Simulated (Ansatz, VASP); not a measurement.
# KBr: VASP beside Ansatz

Contents of INCAR:

```
ALGO = Normal ; EDIFF = 1E-6
ENCUT = 520 ; GGA = PS
ISIF = 2 ; ISMEAR = 0
LASPH = True ; LCHARG = True
LELF = True ; LREAL = False
LVHAR = True ; LWAVE = False
NBANDS = 15 ; NELM = 80
PREC = Accurate ; SIGMA = 0.05
```

File KPOINTS:

```
k-points
0
Gamma
  6 6 6
```

File POSCAR:

```
KBr
1.0
    0.0000000000      3.2748785852      3.0128882984
    3.2748785852      0.0000000000      3.0128882984
    3.2748785852      3.2748785852      0.0000000000
K Br
1 1
Direct
    0.0000000000      0.0000000000      0.0000000000
    0.5000000000      0.5000000000      0.5000000000
```

Input for Ansatz:

```yaml
crystal:
  lattice:
    - [0.0, 3.2748785852, 3.0128882984]
    - [3.2748785852, 0.0, 3.0128882984]
    - [3.2748785852, 3.2748785852, 0.0]
  atoms:
    - { symbol: K, position: [0.0, 0.0, 0.0] }
    - { symbol: Br, position: [0.5, 0.5, 0.5] }
basis:
  ecutwfc: 420
kpoints:
  mp_grid: { grid: [6, 6, 6] }
hamiltonian:
  xc: pbesol
scf:
  occupations: { method: gaussian, width: 0.05 }
output:
  forces: true
  stress: true
  eigenvalues: true
```

Change from the starting cell: strain +0.000 along x and y, -0.080 along z, atoms carried along.

Alike in both runs: task single point; functional PBEsol; k mesh 6 × 6 × 6; occupations gaussian, width 0.05 eV; no spin polarisation.

|  | VASP | Ansatz |
| --- | --- | --- |
| version | VASP 6.6.1 | Ansatz 0.2.0 |
| potentials or method | VASP PAW PBE potentials, release 64 (K_sv, Br), cutoff 520 eV | scalar-relativistic, plane waves, PAW |
| valence electrons in the cell | 16 | 16 |

```tsv
	VASP	Ansatz	Ansatz less VASP
gap on the k mesh at the Fermi level (eV)	4.45	4.45	+0.004
least direct gap on the mesh (eV)	4.45	4.45	+0.004
pressure (GPa)	2.2	2.1	-0.09
traceless stress, the component that is largest in VASP (GPa)	3.32	3.26	-0.064
```

VASP's potentials were made for PBE, not for PBEsol.
